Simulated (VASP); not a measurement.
# GaP (I-4m2) in VASP: a series of runs

GaP is run at these levels: PBEsol; tasks: single point.

All numbers are computed with VASP 6.6.1; they aren't measurements. Logs are shortened: lines on timing, memory, paths and dates and some standing lists are left out, and cuts for length are marked.

### Step 1. The cell of the first run

Symmetry: I-4m2, No. 119, tetragonal system. Conventional cell: a = 4.008 Å, b = 4.008 Å, c = 5.450 Å, α = 90.00°, β = 90.00°, γ = 90.00°. Within 3.2 Å of Ga (site symmetry -4m2) lie 4 P at 2.42 Å. Within 3.2 Å of P (site symmetry -4m2) lie 4 Ga at 2.42 Å.

### Step 2. Single point, PBEsol (strain +0.040 along x and y, +0.000 along z)

The input, INCAR:

```
PREC = Accurate ; ENCUT = 520
EDIFF = 1E-7 ; ISMEAR = 0
SIGMA = 0.05 ; LREAL = False
LASPH = True ; NELM = 100
ALGO = Normal ; ISIF = 2
LWAVE = False ; LCHARG = True
GGA = PS ; LELF = True
LVHAR = True ; NBANDS = 16
```

The input, KPOINTS:

```
regular mesh
0
Gamma
  8 8 8
```

The input, POSCAR:

```
GaP
1.0
    0.0000000000      2.8342600000      2.7252500000
    2.8342600000      0.0000000000      2.7252500000
    2.8342600000      2.8342600000      0.0000000000
Ga P
1 1
Direct
    0.0000000000      0.0000000000      0.0000000000
    0.7500000000      0.7500000000      0.7500000000
```

Potentials or basis: VASP PAW PBE potentials, release 64 (Ga_d, P).

Started as:

```bash
> cat potpaw_PBE.64/Ga_d/POTCAR potpaw_PBE.64/P/POTCAR > POTCAR
> mpirun -np 1 vasp_std > vasp.out
```

OUTCAR:

```text
PREC = Accurate
   ENCUT = 520
   EDIFF = 1E-7
   ISMEAR = 0
   LREAL = False
   LASPH = True
   NELM = 100
   ISIF = 2
   GGA = PS

 ion  position               nearest neighbor table
   1  0.000  0.000  0.000-   2 2.42   2 2.42   2 2.42   2 2.42
   2  0.750  0.750  0.750-   1 2.42   1 2.42   1 2.42   1 2.42

  LATTYP: Found a body centered tetragonal cell.
 ALAT       =     4.0082489313
 C/A-ratio  =     1.3598207331

  Lattice vectors:

 A1 = (   0.0000000000,  -2.8342600000,  -2.7252500000)
 A2 = (   0.0000000000,   2.8342600000,  -2.7252500000)
 A3 = (   2.8342600000,   0.0000000000,   2.7252500000)

Analysis of symmetry for initial positions (statically):
=====================================================================
 Subroutine PRICEL returns:
 Original cell was already a primitive cell.

 Routine SETGRP: Setting up the symmetry group for a
 body centered tetragonal supercell.

 Subroutine GETGRP returns: Found  8 space group operations
 (whereof  8 operations were pure point group operations)
 out of a pool of 16 trial point group operations.

The static configuration has the point symmetry D_2d.

Analysis of symmetry for dynamics (positions and initial velocities):
=====================================================================
 Subroutine PRICEL returns:
 Original cell was already a primitive cell.

 Routine SETGRP: Setting up the symmetry group for a
 body centered tetragonal supercell.

 Subroutine GETGRP returns: Found  8 space group operations
 (whereof  8 operations were pure point group operations)
 out of a pool of 16 trial point group operations.

The dynamic configuration has the point symmetry D_2d.

 Subroutine INISYM returns: Found  8 space group operations
 (whereof  8 operations are pure point group operations),
 and found     1 'primitive' translations

----------------------------------------------------------------------------------------

                                     Primitive cell

  volume of cell :      43.7840

  direct lattice vectors                    reciprocal lattice vectors
     0.000000000  2.834260000  2.725250000    -0.176412891  0.176412891  0.183469406
     2.834260000  0.000000000  2.725250000     0.176412891 -0.176412891  0.183469406
     2.834260000  2.834260000  0.000000000     0.176412891  0.176412891 -0.183469406

  length of vectors
     3.931922851  3.931922851  4.008248931     0.309683773  0.309683773  0.309683773

  position of ions in fractional coordinates (direct lattice)
     0.000000000  0.000000000  0.000000000
     0.750000000  0.750000000  0.750000000

  ion indices of the primitive-cell ions
   primitive index   ion index
                 1           1
                 2           2

----------------------------------------------------------------------------------------

 KPOINTS: regular mesh

Automatic generation of k-mesh.
 Grid dimensions read from file:
 generate k-points for:    8    8    8

 Generating k-lattice:

  Cartesian coordinates                     Fractional coordinates (reciprocal lattice)
    -0.022051611  0.022051611  0.022933676     0.125000000  0.000000000  0.000000000
     0.022051611 -0.022051611  0.022933676     0.000000000  0.125000000  0.000000000
     0.022051611  0.022051611 -0.022933676     0.000000000  0.000000000  0.125000000

  Length of vectors
     0.038710472  0.038710472  0.038710472

  Shift w.r.t. Gamma in fractional coordinates (k-lattice)
     0.000000000  0.000000000  0.000000000

 Subroutine IBZKPT returns following result:
 ===========================================

 Found     59 irreducible k-points:

 Following reciprocal coordinates:
            Coordinates               Weight
  0.000000  0.000000  0.000000      1.000000
  0.125000  0.000000  0.000000      8.000000
  0.250000  0.000000  0.000000      8.000000
  0.375000  0.000000  0.000000      8.000000
  0.500000  0.000000  0.000000      4.000000
  0.125000  0.125000  0.000000      2.000000
[... 16 lines left out ...]
  0.250000  0.000000  0.125000     16.000000
  0.375000  0.000000  0.125000     16.000000
 [... further k-points ...]
   k-points           NKPTS =     59   k-points in BZ     NKDIM =     59   number of bands    NBANDS=     16
   number of dos      NEDOS =    301   number of ions     NIONS =      2
   total plane-waves  NPLWV =  27000
   dimension x,y,z NGX =    30 NGY =   30 NGZ =   30
   dimension x,y,z NGXF=    60 NGYF=   60 NGZF=   60
   ions per type =               1   1
   NGX,Y,Z   is equivalent  to a cutoff of  12.68, 12.68, 12.44 a.u.
   NGXF,Y,Z  is equivalent  to a cutoff of  25.37, 25.37, 24.89 a.u.
 SYSTEM =  unknown system
   PREC   = accura    normal or accurate (medium, high low for compatibility)
   ISTART =      0    job   : 0-new  1-cont  2-samecut
   ICHARG =      2    charge: 1-file 2-atom 10-const
   ISPIN  =      1    spin polarized calculation?
   LNONCOLLINEAR =      F non collinear calculations
   LSORBIT =      F    spin-orbit coupling
   LASPH  =      T    aspherical Exc in radial PAW
   ENCUT  =  520.0 eV  38.22 Ry    6.18 a.u.   7.31  7.31  7.45*2*pi/ulx,y,z
   NELM   =    100;   NELMIN=  2; NELMDL= -5     # of ELM steps
   EDIFF  = 0.1E-06   stopping-criterion for ELM
   LREAL  =      F    real-space projection
   EDIFFG = 0.1E-05   stopping-criterion for IOM
   NSW    =      0    number of steps for IOM
   IBRION =     -1    ionic relax: 0-MD 1-quasi-New 2-CG
   NFREE  =      0    steps in history (QN), initial steepest desc. (CG)
   ISIF   =      2    stress and relaxation
   ISYM   =      2    0-nonsym 1-usesym 2-fastsym
   POTIM  = 0.5000    time-step for ionic-motion
   TEBEG  =    0.0;   TEEND  =   0.0 temperature during run
   PSTRESS=    0.0 pullay stress
   NELECT =      18.0000    total number of electrons
   NUPDOWN=      -1.0000    fix difference up-down
   EMIN   =  10.00;   EMAX   =-10.00  energy-range for DOS
   EFERMI =   0.00;   METHOD = LEGACY
   ISMEAR =     0;   SIGMA  =   0.05  broadening in eV -4-tet -1-fermi 0-gaus
   EFERMI_NEDOS =   21; number of points for ismear=-14 and -15
   IALGO  =     38    algorithm
   IMIX   =      4    mixing-type and parameters
     AMIX     =   0.40;   BMIX     =  1.00
     AMIX_MAG =   1.60;   BMIX_MAG =  1.00
  volume/ion in A,a.u.               =      21.89       147.73
  Fermi-wavevector in a.u.,A,eV,Ry     =   1.217289  2.300343 20.161017  1.481793
  Thomas-Fermi vector in A             =   2.352615
   LORBIT       =      0    0 simple, 1 ext, 2 COOP (PROOUT), +10 PAW based schemes
   GGA     = PS    functional components
   LHFCALC =     F    Hartree Fock is set to
   AEXX    =    0.0000 exact exchange contribution
   IVDW    =     0    specifies the selected vdW correction
   LEPSILON=     F    determine dielectric tensor
   LRPA    =     F    only Hartree local field effects (RPA)
 non-spin polarized calculation
 Gauss-broadening in eV      SIGMA  =   0.05
  energy-cutoff  :      520.00
  volume of cell :       43.78
 maximum number of plane-waves:      1211
 NGX is ok and might be reduce to    30
   NGX = 15   NGY = 15   NGZ = 15

 number of electron      18.0000007 magnetization

 Free energy of the ion-electron system (eV)
  ---------------------------------------------------
  ext. energy  EPLUGINS =         0.00000000
  ---------------------------------------------------
  free energy    TOTEN  =        -9.83881192 eV

  energy without entropy =       -9.83881192  energy(sigma->0) =       -9.83881192

 E-fermi :   4.1712     XC(G=0):  -9.6721

 val. band max:        3.9313805594   @ k =   0.0000   0.0000   0.0000
 cond. band min:       4.9099885902   @ k =   0.0000   0.0000   0.0000
 fundamental gap:      0.9786080309
 Fermi energy:         4.1712129522

 k-point     1 :       0.0000    0.0000    0.0000
  band No.  band energies     occupation
      1     -10.6299      2.00000
      2     -10.6299      2.00000
      3     -10.6189      2.00000
      4     -10.5517      2.00000
      5     -10.5442      2.00000
      6      -8.1541      2.00000
[... 8 lines left out ...]
     15      13.1202      0.00000
     16      13.7606      0.00000

 k-point     2 :       0.1250    0.0000    0.0000
  band No.  band energies     occupation
      1     -10.6368      2.00000
      2     -10.6262      2.00000
      3     -10.6179      2.00000
      4     -10.5520      2.00000
      5     -10.5439      2.00000
      6      -7.9706      2.00000
[... 8 lines left out ...]
     15      12.8446      0.00000
     16      13.1344      0.00000

 k-point     3 :       0.2500    0.0000    0.0000
  band No.  band energies     occupation
      1     -10.6573      2.00000
      2     -10.6182      2.00000
      3     -10.6113      2.00000
      4     -10.5516      2.00000
      5     -10.5421      2.00000
      6      -7.4510      2.00000
[... 8 lines left out ...]
     15      12.6630      0.00000
     16      13.4009      0.00000

 k-point     4 :       0.3750    0.0000    0.0000
  band No.  band energies     occupation
      1     -10.6774      2.00000
      2     -10.6121      2.00000
      3     -10.6056      2.00000
      4     -10.5495      2.00000
      5     -10.5384      2.00000
      6      -6.7355      2.00000
[... 8 lines left out ...]
     15      13.7714      0.00000
     16      13.8267      0.00000
[... 324 lines left out ...]
 k-point    22 :       0.1250    0.0000    0.1250
  band No.  band energies     occupation
      1     -10.6454      2.00000
      2     -10.6223      2.00000
      3     -10.6126      2.00000
      4     -10.5516      2.00000
      5     -10.5446      2.00000
      6      -7.9149      2.00000
[... 8 lines left out ...]
     15      13.1923      0.00000
     16      13.8151      0.00000

 k-point    23 :       0.2500    0.0000    0.1250
  band No.  band energies     occupation
      1     -10.6615      2.00000
      2     -10.6146      2.00000
      3     -10.6066      2.00000
      4     -10.5527      2.00000
      5     -10.5433      2.00000
      6      -7.5102      2.00000
[... 8 lines left out ...]
     15      13.6677      0.00000
     16      14.4255      0.00000

 k-point    24 :       0.3750    0.0000    0.1250
  band No.  band energies     occupation
      1     -10.6779      2.00000
      2     -10.6091      2.00000
      3     -10.6015      2.00000
      4     -10.5515      2.00000
      5     -10.5410      2.00000
      6      -6.8442      2.00000
[... 8 lines left out ...]
     15      14.0784      0.00000
     16      14.5557      0.00000

 [... further k-points ...]
[... 5 lines left out ...]
  --------------------------------------------------------------------------------------
  -------------------------------------------------------------------------------------
  Total       -1.8873926     -1.8873926     -1.1563356      0.0000000     -0.0000000      0.0000000
  in kB      -69.0648557    -69.0648557    -42.3134806      0.0000000     -0.0000000      0.0000000
  external PRESSURE =     -60.1477306 kB  Pullay stress =       0.0000000 kB

 VOLUME and BASIS-vectors are now :
 -----------------------------------------------------------------------------
  energy-cutoff  :      520.00
  volume of cell :       43.78
      direct lattice vectors                 reciprocal lattice vectors
     0.000000000  2.834260000  2.725250000    -0.176412891  0.176412891  0.183469406
     2.834260000  0.000000000  2.725250000     0.176412891 -0.176412891  0.183469406
     2.834260000  2.834260000  0.000000000     0.176412891  0.176412891 -0.183469406

 POSITION                                       TOTAL-FORCE (eV/Angst)
 -----------------------------------------------------------------------------------
      0.00000      0.00000      0.00000        -0.000000     -0.000000      0.000000
      4.25139      4.25139      4.08788         0.000000      0.000000     -0.000000
 -----------------------------------------------------------------------------------
    total drift:                               -0.000000     -0.000000      0.000000

  FREE ENERGIE OF THE ION-ELECTRON SYSTEM (eV)
  ---------------------------------------------------
  free  energy   TOTEN  =        -9.8388119236 eV

  energy  without entropy=       -9.8388119236  energy(sigma->0) =       -9.83881192
```

Run time: 52 s. Hardware: 1 thread of Intel Xeon Platinum 8259CL at 2.50GHz (Skylake/Cascade Lake), shared host; peak memory 0.19 GiB.

What came out:

```
Free energy            : -9.8388 eV
Pressure               : -6.0 GPa
Band gap on the k mesh : 0.98 eV
```

Stress tensor (GPa, compression positive):
```
-6.91  0.00  0.00
 0.00 -6.91  0.00
 0.00  0.00 -4.23
```

Caveat: the cell differs from its parent crystal (strain +0.040 along x and y, +0.000 along z); the cell stands under tension; the PAW data sets were made with another functional, which shifts forces and pressure a little.

(Part 1 of 2 ends here.)
